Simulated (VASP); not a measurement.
# PbO (Pbcm) in VASP: electric field gradients with PBE

Aim: the electric field gradients of PbO with PBE.

All numbers are computed with VASP 6.6.1; they aren't measurements. Logs are shortened: lines on timing, memory, paths and dates and some standing lists are left out, and cuts for length are marked.

## 1. The cell of the first run

The structure is orthorhombic, space group Pbcm (No. 57). The conventional cell has a = 5.876 Å, b = 5.476 Å, c = 4.743 Å, α = 90.00°, β = 90.00°, γ = 90.00°. Within 2.9 Å of Pb (site symmetry m) lie 4 O at 2.17 to 2.50 Å. O (site symmetry m) has 4 Pb at 2.17 to 2.50 Å within 2.9 Å.

## 2. Electric field gradients, PBE

INCAR reads:

```
  ALGO = Normal
  EDIFF = 1E-8
  ENCUT = 520
  GGA = PE
  ISIF = 2
  ISMEAR = -1
  LASPH = T
  LCHARG = F
  LEFG = T
  LREAL = F
  LWAVE = F
  NBANDS = 50
  NELM = 80
  PREC = Accurate
  SIGMA = 0.05
```

KPOINTS reads:

```
k-points
0
Gamma
  5 5 6
```

POSCAR reads:

```
PbO
1.0
    5.8760000000      0.0000000000      0.0000000000
    0.0000000000      5.4760000000      0.0000000000
    0.0000000000      0.0000000000      4.7430000000
Pb O
4 4
Direct
    0.7690000000      0.5140000000      0.2500000000
    0.2310000000      0.4860000000      0.7500000000
    0.7690000000      0.9860000000      0.7500000000
    0.2310000000      0.0140000000      0.2500000000
    0.1320000000      0.5820000000      0.2500000000
    0.8680000000      0.4180000000      0.7500000000
    0.1320000000      0.9180000000      0.7500000000
    0.8680000000      0.0820000000      0.2500000000
```

Potentials or basis: VASP PAW PBE potentials, release 64 (Pb_d, O).

Started as:

```console
$ cat potpaw_PBE.64/Pb_d/POTCAR potpaw_PBE.64/O/POTCAR > POTCAR
$ mpirun -np 1 vasp_std > vasp.out
```

OUTCAR:

```text
EDIFF = 1E-8
   ENCUT = 520
   GGA = PE
   ISIF = 2
   ISMEAR = -1
   LASPH = T
   LREAL = F
   NELM = 80
   PREC = Accurate

 ion  position               nearest neighbor table
   1  0.769  0.514  0.250-   5 2.17   8 2.44   6 2.50   6 2.50   3 3.51   3 3.51   2 3.61   2 3.61
                             3 3.74   3 3.74   4 3.86   4 3.86   2 3.95   2 3.95
   2  0.231  0.486  0.750-   6 2.17   7 2.44   5 2.50   5 2.50   4 3.51   4 3.51   1 3.61   1 3.61
                             4 3.74   4 3.74   3 3.86   3 3.86   1 3.95   1 3.95
   3  0.769  0.986  0.750-   7 2.17   6 2.44   8 2.50   8 2.50   1 3.51   1 3.51   4 3.61   4 3.61
                             1 3.74   1 3.74   2 3.86   2 3.86   4 3.95   4 3.95
   4  0.231  0.014  0.250-   8 2.17   5 2.44   7 2.50   7 2.50   2 3.51   2 3.51   3 3.61   3 3.61
                             2 3.74   2 3.74   1 3.86   1 3.86   3 3.95   3 3.95
   5  0.132  0.582  0.250-   1 2.17   4 2.44   2 2.50   2 2.50
   6  0.868  0.418  0.750-   2 2.17   3 2.44   1 2.50   1 2.50
   7  0.132  0.918  0.750-   3 2.17   2 2.44   4 2.50   4 2.50
   8  0.868  0.082  0.250-   4 2.17   1 2.44   3 2.50   3 2.50

  LATTYP: Found a simple orthorhombic cell.
 ALAT       =     4.7430000000
 B/A-ratio  =     1.1545435378
 C/A-ratio  =     1.2388783470

  Lattice vectors:

 A1 = (   0.0000000000,   0.0000000000,  -4.7430000000)
 A2 = (   0.0000000000,   5.4760000000,   0.0000000000)
 A3 = (   5.8760000000,   0.0000000000,   0.0000000000)

Analysis of symmetry for initial positions (statically):
=====================================================================
 Subroutine PRICEL returns:
 Original cell was already a primitive cell.

 Routine SETGRP: Setting up the symmetry group for a
 simple orthorhombic supercell.

 Subroutine GETGRP returns: Found  8 space group operations
 (whereof  2 operations were pure point group operations)
 out of a pool of  8 trial point group operations.

The static configuration has the point symmetry S_2 .
 The point group associated with its full space group is D_2h.

Analysis of symmetry for dynamics (positions and initial velocities):
=====================================================================
 Subroutine PRICEL returns:
 Original cell was already a primitive cell.

 Routine SETGRP: Setting up the symmetry group for a
 simple orthorhombic supercell.

 Subroutine GETGRP returns: Found  8 space group operations
 (whereof  2 operations were pure point group operations)
 out of a pool of  8 trial point group operations.

The dynamic configuration has the point symmetry S_2 .
 The point group associated with its full space group is D_2h.

 Subroutine INISYM returns: Found  8 space group operations
 (whereof  2 operations are pure point group operations),
 and found     1 'primitive' translations

----------------------------------------------------------------------------------------

                                     Primitive cell

  volume of cell :     152.6154

  direct lattice vectors                    reciprocal lattice vectors
     5.876000000  0.000000000  0.000000000     0.170183799  0.000000000  0.000000000
     0.000000000  5.476000000  0.000000000     0.000000000  0.182615047  0.000000000
     0.000000000  0.000000000  4.743000000     0.000000000  0.000000000  0.210837023

  length of vectors
     5.876000000  5.476000000  4.743000000     0.170183799  0.182615047  0.210837023

  position of ions in fractional coordinates (direct lattice)
     0.769000000  0.514000000  0.250000000
     0.231000000  0.486000000  0.750000000
     0.769000000  0.986000000  0.750000000
     0.231000000  0.014000000  0.250000000
     0.132000000  0.582000000  0.250000000
     0.868000000  0.418000000  0.750000000
     0.132000000  0.918000000  0.750000000
     0.868000000  0.082000000  0.250000000

  ion indices of the primitive-cell ions
   primitive index   ion index
                 1           1
                 2           2
                 3           3
                 4           4
                 5           5
                 6           6
                 7           7
                 8           8

----------------------------------------------------------------------------------------

 KPOINTS: k-points

Automatic generation of k-mesh.
 Grid dimensions read from file:
 generate k-points for:    5    5    6

 Generating k-lattice:

  Cartesian coordinates                     Fractional coordinates (reciprocal lattice)
     0.034036760  0.000000000  0.000000000     0.200000000  0.000000000  0.000000000
     0.000000000  0.036523009  0.000000000     0.000000000  0.200000000  0.000000000
     0.000000000  0.000000000  0.035139504     0.000000000  0.000000000  0.166666667

  Length of vectors
     0.034036760  0.036523009  0.035139504

  Shift w.r.t. Gamma in fractional coordinates (k-lattice)
     0.000000000  0.000000000  0.000000000

 Subroutine IBZKPT returns following result:
 ===========================================

 Found     36 irreducible k-points:

 Following reciprocal coordinates:
            Coordinates               Weight
  0.000000  0.000000  0.000000      1.000000
  0.200000  0.000000  0.000000      2.000000
  0.400000  0.000000  0.000000      2.000000
  0.000000  0.200000  0.000000      2.000000
  0.200000  0.200000  0.000000      4.000000
  0.400000  0.200000  0.000000      4.000000
[... 16 lines left out ...]
  0.200000  0.200000  0.333333      8.000000
  0.400000  0.200000  0.333333      8.000000
 [... further k-points ...]
   k-points           NKPTS =     36   k-points in BZ     NKDIM =     36   number of bands    NBANDS=     50
   number of dos      NEDOS =    301   number of ions     NIONS =      8
   total plane-waves  NPLWV =  72576
   dimension x,y,z NGX =    48 NGY =   42 NGZ =   36
   dimension x,y,z NGXF=    96 NGYF=   84 NGZF=   72
   ions per type =               4   4
   NGX,Y,Z   is equivalent  to a cutoff of  13.58, 12.75, 12.62 a.u.
   NGXF,Y,Z  is equivalent  to a cutoff of  27.16, 25.50, 25.24 a.u.
 SYSTEM =  unknown system
   PREC   = accura    normal or accurate (medium, high low for compatibility)
   ISTART =      0    job   : 0-new  1-cont  2-samecut
   ICHARG =      2    charge: 1-file 2-atom 10-const
   ISPIN  =      1    spin polarized calculation?
   LNONCOLLINEAR =      F non collinear calculations
   LSORBIT =      F    spin-orbit coupling
   LASPH  =      T    aspherical Exc in radial PAW
   ENCUT  =  520.0 eV  38.22 Ry    6.18 a.u.  10.93 10.18  8.82*2*pi/ulx,y,z
   NELM   =     80;   NELMIN=  2; NELMDL= -5     # of ELM steps
   EDIFF  = 0.1E-07   stopping-criterion for ELM
   LREAL  =      F    real-space projection
   EDIFFG = 0.1E-06   stopping-criterion for IOM
   NSW    =      0    number of steps for IOM
   IBRION =     -1    ionic relax: 0-MD 1-quasi-New 2-CG
   NFREE  =      0    steps in history (QN), initial steepest desc. (CG)
   ISIF   =      2    stress and relaxation
   ISYM   =      2    0-nonsym 1-usesym 2-fastsym
   POTIM  = 0.5000    time-step for ionic-motion
   TEBEG  =    0.0;   TEEND  =   0.0 temperature during run
   PSTRESS=    0.0 pullay stress
   NELECT =      80.0000    total number of electrons
   NUPDOWN=      -1.0000    fix difference up-down
   EMIN   =  10.00;   EMAX   =-10.00  energy-range for DOS
   EFERMI =   0.00;   METHOD = LEGACY
   ISMEAR =    -1;   SIGMA  =   0.05  broadening in eV -4-tet -1-fermi 0-gaus
   EFERMI_NEDOS =   21; number of points for ismear=-14 and -15
   IALGO  =     38    algorithm
   IMIX   =      4    mixing-type and parameters
     AMIX     =   0.40;   BMIX     =  1.00
     AMIX_MAG =   1.60;   BMIX_MAG =  1.00
  volume/ion in A,a.u.               =      19.08       128.74
  Fermi-wavevector in a.u.,A,eV,Ry     =   1.319994  2.494427 23.706585  1.742385
  Thomas-Fermi vector in A             =   2.449852
   LORBIT       =      0    0 simple, 1 ext, 2 COOP (PROOUT), +10 PAW based schemes
   GGA     = PE    functional components
   LHFCALC =     F    Hartree Fock is set to
   AEXX    =    0.0000 exact exchange contribution
   IVDW    =     0    specifies the selected vdW correction
   LEPSILON=     F    determine dielectric tensor
   LRPA    =     F    only Hartree local field effects (RPA)
 non-spin polarized calculation
  energy-cutoff  :      520.00
  volume of cell :      152.62
 maximum number of plane-waves:      4140
 NGX is ok and might be reduce to    48
   NGX = 21   NGY = 21   NGZ = 17

 number of electron      79.9999990 magnetization

 Free energy of the ion-electron system (eV)
  ---------------------------------------------------
  ext. energy  EPLUGINS =         0.00000000
  ---------------------------------------------------
  free energy    TOTEN  =       -42.39654352 eV

  energy without entropy =      -42.39654352  energy(sigma->0) =      -42.39654352

 E-fermi :   5.8180     XC(G=0): -10.1481

 val. band max:        4.8096643949   @ k =   0.4000   0.2000   0.0000
 cond. band min:       6.7783266516   @ k =   0.4000   0.4000   0.3333
 fundamental gap:      1.9686622567
 Fermi energy:         5.8180176973

 k-point     1 :       0.0000    0.0000    0.0000
  band No.  band energies     occupation
      1     -12.6529      2.00000
      2     -12.4919      2.00000
      3     -12.4161      2.00000
      4     -12.3564      2.00000
      5     -10.7327      2.00000
      6     -10.6718      2.00000
[... 42 lines left out ...]
     49      12.4602      0.00000
     50      12.9684      0.00000
[... 1217 lines left out ...]
     49      12.1797      0.00000
     50      12.4699      0.00000

 [... further k-points ...]

------------------------ aborting loop because EDIFF is reached ----------------------------------------

  FORCE on cell =-STRESS in cart. coord.  units (eV):
  Direction    XX          YY          ZZ          XY          YZ          ZX
  --------------------------------------------------------------------------------------
  -------------------------------------------------------------------------------------
  Total        6.3845819     -1.3122788      1.6995425      0.0000000     -0.0000000      0.0000000
  in kB       67.0262146    -13.7764830     17.8420299      0.0000000     -0.0000000      0.0000000
  external PRESSURE =      23.6972539 kB  Pullay stress =       0.0000000 kB

 VOLUME and BASIS-vectors are now :
 -----------------------------------------------------------------------------
  energy-cutoff  :      520.00
  volume of cell :      152.62
      direct lattice vectors                 reciprocal lattice vectors
     5.876000000  0.000000000  0.000000000     0.170183799  0.000000000  0.000000000
     0.000000000  5.476000000  0.000000000     0.000000000  0.182615047  0.000000000
     0.000000000  0.000000000  4.743000000     0.000000000  0.000000000  0.210837023

 POSITION                                       TOTAL-FORCE (eV/Angst)
 -----------------------------------------------------------------------------------
      4.51864      2.81466      1.18575        -0.343704     -0.882367      0.000000
      1.35736      2.66134      3.55725         0.343704      0.882367     -0.000000
      4.51864      5.39934      3.55725        -0.343704      0.882367     -0.000000
      1.35736      0.07666      1.18575         0.343704     -0.882367     -0.000000
      0.77563      3.18703      1.18575         0.819980      0.314155      0.000000
      5.10037      2.28897      3.55725        -0.819980     -0.314155     -0.000000
      0.77563      5.02697      3.55725         0.819980     -0.314155      0.000000
      5.10037      0.44903      1.18575        -0.819980      0.314155     -0.000000
 -----------------------------------------------------------------------------------
    total drift:                                0.000000      0.000000     -0.000000

  FREE ENERGIE OF THE ION-ELECTRON SYSTEM (eV)
  ---------------------------------------------------
  free  energy   TOTEN  =       -42.3965435179 eV

  energy  without entropy=      -42.3965435168  energy(sigma->0) =      -42.39654352

 Electric field gradients (V/A^2)
---------------------------------------------------------------------
 ion       V_xx      V_yy      V_zz      V_xy      V_xz      V_yz
---------------------------------------------------------------------
   1    -483.310   254.920   228.389    89.677    -0.000     0.000
   2    -483.310   254.920   228.389    89.677     0.000     0.000
   3    -483.310   254.920   228.389   -89.677    -0.000     0.000
   4    -483.310   254.920   228.389   -89.677    -0.000    -0.000
   5      17.924    -5.480   -12.443    17.455     0.000    -0.000
   6      17.924    -5.480   -12.443    17.455     0.000    -0.000
   7      17.924    -5.480   -12.443   -17.455     0.000    -0.000
   8      17.924    -5.480   -12.443   -17.455     0.000    -0.000
---------------------------------------------------------------------

 Electric field gradients after diagonalization (V/A^2)
 (convention: |V_zz| > |V_xx| > |V_yy|)
----------------------------------------------------------------------
 ion       V_xx      V_yy      V_zz     asymmetry (V_yy - V_xx)/ V_zz
----------------------------------------------------------------------
   1     265.657   228.389  -494.047       0.075
   2     265.657   228.389  -494.047       0.075
   3     265.657   228.389  -494.047       0.075
   4     265.657   228.389  -494.047       0.075
   5     -14.793   -12.443    27.237       0.086
   6     -14.793   -12.443    27.237       0.086
   7     -14.793   -12.443    27.237       0.086
   8     -14.793   -12.443    27.237       0.086
----------------------------------------------------------------------

           NMR quadrupolar parameters

 Cq : quadrupolar parameter    Cq=e*Q*V_zz/h
 eta: asymmetry parameters     (V_yy - V_xx)/ V_zz
 Q  : nuclear electric quadrupole moment in mb (millibarn)
----------------------------------------------------------------------
 ion       Cq(MHz)       eta       Q (mb)
----------------------------------------------------------------------
   1      -1.195       0.075       1.000
   2      -1.195       0.075       1.000
   3      -1.195       0.075       1.000
   4      -1.195       0.075       1.000
   5       0.066       0.086       1.000
   6       0.066       0.086       1.000
   7       0.066       0.086       1.000
   8       0.066       0.086       1.000
----------------------------------------------------------------------
```

Wall time 3.5 min (1 thread of Intel Xeon 6975P-C (Granite Rapids), shared host); peak memory 0.37 GiB.

What came out:

| Property | Result |
| --- | --- |
| Free energy | -42.3965 eV |
| Pressure | 2.4 GPa |
| Largest force | 0.947 eV/Å |
| Band gap on the k mesh | 1.97 eV, indirect (least direct gap 2.15 eV) |

Forces on the atoms (eV/Å):
```
Pb  -0.344 -0.882  0.000
Pb   0.344  0.882  0.000
Pb  -0.344  0.882  0.000
Pb   0.344 -0.882  0.000
O    0.820  0.314  0.000
O   -0.820 -0.314  0.000
O    0.820 -0.314  0.000
O   -0.820  0.314  0.000
```

Levels at points of the mesh, in eV from the valence-band top:
```tsv
k point	band 38	band 39	band 40	band 41	band 42	band 43
(0.00, 0.00, 0.00)	-1.00	-0.35	0.00	3.58	4.09	4.41
(0.00, 0.00, 0.50)	-0.69	-0.15	-0.15	4.20	4.20	4.76
```

Electric field gradients, principal values (V/Å²):
| atom | least | middle | greatest (by size) |
| --- | --- | --- | --- |
| 1 Pb | 228.389 | 265.657 | -494.047 |
| 2 Pb | 228.389 | 265.657 | -494.047 |
| 3 Pb | 228.389 | 265.657 | -494.047 |
| 4 Pb | 228.389 | 265.657 | -494.047 |
| 5 O | -12.443 | -14.793 | 27.237 |
| 6 O | -12.443 | -14.793 | 27.237 |
| 7 O | -12.443 | -14.793 | 27.237 |
| 8 O | -12.443 | -14.793 | 27.237 |

Caveat: without QUAD_EFG the Cq values of the log hold for a quadrupole moment of 1 mb, not for the nuclei; spin-orbit coupling is left out, which moves the levels of the heavy elements. A k mesh can miss the band edges.
